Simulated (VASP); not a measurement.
Here is a VASP 6.6.1 calculation.

Contents of INCAR:

```
SYSTEM = SnTe
PREC     = Accurate       ! precision mode
ENCUT    = 600            ! plane-wave cutoff, eV
EDIFF    = 1E-6           ! SCF threshold, eV
ISMEAR   = 0              ! smearing method
SIGMA    = 0.01           ! smearing width, eV
LREAL    = .False.        ! projectors in reciprocal space
LASPH    = .True.         ! aspherical terms in the spheres
NELM     = 80             ! most SCF steps
ALGO     = Normal         ! electronic algorithm
ISIF     = 3              ! what is computed and relaxed
LWAVE    = .False.        ! write WAVECAR
LCHARG   = .False.        ! write CHGCAR
GGA      = PS             ! functional
IBRION   = 2              ! ionic algorithm
NSW      = 70             ! ionic steps
EDIFFG   = -0.005         ! ionic threshold
```

The input KPOINTS:

```
Automatic mesh
0
Gamma
  10 10 10
  0 0 0
```

File POSCAR:

```
SnTe
1.0
    0.0000000000      3.2064870538      3.2064870538
    3.2064870538      0.0000000000      3.2064870538
    3.2064870538      3.2064870538      0.0000000000
Sn Te
1 1
Direct
    0.0000000000      0.0000000000      0.0000000000
    0.5000000000      0.5000000000      0.5000000000
```

Potentials or basis: VASP PAW PBE potentials, release 64 (Sn_d, Te).

The run is started by

```console
$ cat potpaw_PBE.64/Sn_d/POTCAR potpaw_PBE.64/Te/POTCAR > POTCAR
$ mpirun -np 1 vasp_std > vasp.out
```

Question: Estimate the relaxed volume.

Answer: 31.09 Å³/atom.

Question: Estimate the relaxed cell.

Answer: a = 4.447 Å, b = 4.447 Å, c = 4.447 Å, α = 60.00°, β = 60.00°, γ = 60.00°.

Final structure:
```
CELL_PARAMETERS angstrom
0.00000 3.14456 3.14456
3.14456 0.00000 3.14456
3.14456 3.14456 0.00000
ATOMIC_POSITIONS crystal
Sn 0.00000 0.00000 0.00000
Te 0.50000 0.50000 0.50000
```

Caveat: the PAW data sets were made with another functional, which shifts forces and pressure a little.
